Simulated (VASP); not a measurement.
## Ti: single point with PBE

The system is Ti.

```
Ti
1.0
    -2.35131    2.35131    1.34382
     2.35131   -2.35131    1.34382
     2.35131    2.35131   -1.34382
Ti
2
Direct
  0.62500 0.87500 0.75000
  0.37500 0.12500 0.25000
```

```
Program             : VASP 6.6.1
Task                : single point
Functional          : PBE
Potentials or basis : VASP PAW PBE potentials, release 64 (Ti_sv)
Cutoff              : 520 eV
k mesh              : 15 × 15 × 15
Occupations         : fermi-dirac, width 0.1 eV
Spin                : no spin polarisation
```

```yaml
Pressure: 19.6 GPa
Band_gap_on_the_k_mesh: zero (bands 12 and 13 overlap by 1.02 eV)
```

Stress tensor (GPa, compression positive):
```
19.75  0.00  0.00
 0.00 19.75  0.00
 0.00  0.00 19.36
```

Levels at points of the mesh, in eV from the Fermi level:
| k point | band 10 | band 11 | band 12 | band 13 | band 14 | band 15 |
| --- | --- | --- | --- | --- | --- | --- |
| (0.00, 0.00, 0.00) | -3.29 | -1.07 | -0.49 | 0.33 | 2.78 | 2.78 |

It took 3.3 min on 1 thread of Intel Xeon 8259CL, with other jobs on the host, peak memory 0.26 GiB.

Caveat: the cell stands under pressure.
